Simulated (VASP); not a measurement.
Runs of VASP 6.6.1 on Sb. The structure is that of space group R-3m (No. 166), or close to it. The cells are those of the table. 

| cell | gap on the mesh (eV) | pressure (GPa) | largest force (eV/Å) |
| --- | --- | --- | --- |
| a = 4.366 Å, angles 60.9°, 2 atoms | none | (a) | 0.34 |
| a = 4.831 Å, angles 49.5°, 2 atoms | none | 1.0 | 0.03 |
| a = 4.261 Å, angles 64.4°, 2 atoms | none | -1.0 | 0.37 |
| a = 4.659 Å, angles 53.1°, 2 atoms | none | 1.0 | 0.21 |

Alike in all rows: task single point; level PBE+D3(BJ); potentials or basis VASP PAW PBE potentials, release 64 (Sb); no spin polarisation; k mesh 15 × 15 × 15; cutoff (eV) 520; smearing gaussian 0.15 eV.

Estimate the missing entries.

(a) -0.2.

Caveats: spin-orbit coupling is left out, which moves the levels of the heavy elements.

A k mesh can miss the band edges, and the runs leave out spin-orbit coupling on Sb.

A gap of «none» marks levels without a gap at the run's occupations.
